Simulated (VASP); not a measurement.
Wanted: the native input for a VASP 6.6.1 run.

```yaml
Task: single point
Functional: r2SCAN
Dispersion: D4
Potentials_or_basis: VASP PAW PBE potentials, release 64 (In_d, P)
Cutoff: 520 eV
k_mesh: 6 × 6 × 6
Occupations: fermi-dirac, width 0.15 eV
Spin: no spin polarisation
Dipole_correction: no
Further_INCAR_settings: ALGO = Normal; EDIFF = 1e-06; NBANDS = 16
```

Crystal: InP.

```xyz
2
Lattice="4.0933 0.0000 0.0000 2.0466 3.5449 0.0000 2.0466 1.1816 3.3422" Properties=species:S:1:pos:R:3 pbc="T T T"
In    0.0000    0.0000    0.0000
P     2.0466    1.1816    0.8355
```

One way to write it, as run:

POSCAR

```
InP
1.0
    4.0932833127      0.0000000000      0.0000000000
    2.0466416564      3.5448873337      0.0000000000
    2.0466416564      1.1816291112      3.3421518296
In P
1 1
Direct
    0.0000000000      0.0000000000      0.0000000000
    0.2500000000      0.2500000000      0.2500000000
```

INCAR.step1

```
SYSTEM = InP
PREC = Accurate ; ENCUT = 520
ISMEAR = -1 ; SIGMA = 0.15
LREAL = .False. ; LASPH = .True.
NELM = 80 ; NBANDS = 16
GGA = PE ; ALGO = Normal
EDIFF = 1E-4 ; LWAVE = .True.
LCHARG = .False.
```

INCAR.step2

```
SYSTEM = InP
PREC = Accurate ; ENCUT = 520
EDIFF = 1E-6 ; ISMEAR = -1
SIGMA = 0.15 ; LREAL = .False.
LASPH = .True. ; NELM = 80
ALGO = Normal ; ISIF = 2
LWAVE = .False. ; LCHARG = .False.
METAGGA = R2SCAN ; LMIXTAU = .True.
IVDW = 13 ; VDW_S6 = 1.0
VDW_S8 = 0.6018749 ; VDW_A1 = 0.51559235
VDW_A2 = 5.77342911 ; NBANDS = 16
ISTART = 1
```

KPOINTS

```
Automatic mesh
0
Gamma
  6 6 6
  0 0 0
```

Potentials or basis: VASP PAW PBE potentials, release 64 (In_d, P).

Run with:

```sh
$ cat potpaw_PBE.64/In_d/POTCAR potpaw_PBE.64/P/POTCAR > POTCAR
$ cp INCAR.step1 INCAR
$ mpirun -np 1 vasp_std > vasp.out
$ cp INCAR.step2 INCAR
$ mpirun -np 1 vasp_std > vasp.out
```

It gave:

```json
{"Pressure": "3.9 GPa", "Band gap on the k mesh": "1.39 eV, direct", "Dispersion energy per atom": "-0.123 eV"}
```

Caveat: the PAW data sets were made with another functional, which shifts forces and pressure a little; spin-orbit coupling is left out, which moves the levels of the heavy elements.

Run time: 22 s on 1 thread of Intel(R) Xeon(R) 6975P-C (Granite Rapids), with other jobs on the host, peak memory 0.17 GiB.
